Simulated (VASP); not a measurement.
Set up this calculation in VASP 6.6.1, as the native input.

```
Task                   : single point
Functional             : PBE
Potentials or basis    : VASP PAW PBE potentials, release 64 (Ga_d, P)
Cutoff                 : 520 eV
k mesh                 : 12 × 12 × 12
Occupations            : fermi-dirac, width 0.1 eV
Spin                   : no spin polarisation
Dipole correction      : no
Further INCAR settings : ALGO = Normal; EDIFF = 1e-06; NBANDS = 16
```

The structure of GaP (zincblende type) lies in POSCAR:

```
GaP
1.0
    0.0000000000      2.2555949787      2.2555949787
    2.2555949787      0.0000000000      2.2555949787
    2.2555949787      2.2555949787      0.0000000000
Ga P
1 1
Direct
    0.0000000000      0.0000000000      0.0000000000
    0.2500000000      0.2500000000      0.2500000000
```

This cell differs from its parent crystal: volume scaled by 0.55.

The input as run:

INCAR

```
PREC = Accurate
ENCUT = 520
EDIFF = 1E-6
ISMEAR = -1
SIGMA = 0.1
LREAL = F
LASPH = T
NELM = 80
ALGO = Normal
ISIF = 2
LWAVE = F
LCHARG = F
GGA = PE
NBANDS = 16
```

KPOINTS

```
regular mesh
0
Gamma
  12 12 12
```

Potentials or basis: VASP PAW PBE potentials, release 64 (Ga_d, P).

Run with:

```bash
$ cat potpaw_PBE.64/Ga_d/POTCAR potpaw_PBE.64/P/POTCAR > POTCAR
$ mpirun -np 1 vasp_std > vasp.out
```

It gave:

| Quantity | Value |
| --- | --- |
| Pressure | 162.6 GPa |
| Band gap on the k mesh | zero (band 9 reaches 12.70 eV, above the bottom of band 10 at 12.53 eV) |

It took 15 s on 1 thread of Intel(R) Xeon(R) 6975P-C (Granite Rapids) (shared host), peak memory 0.15 GiB.
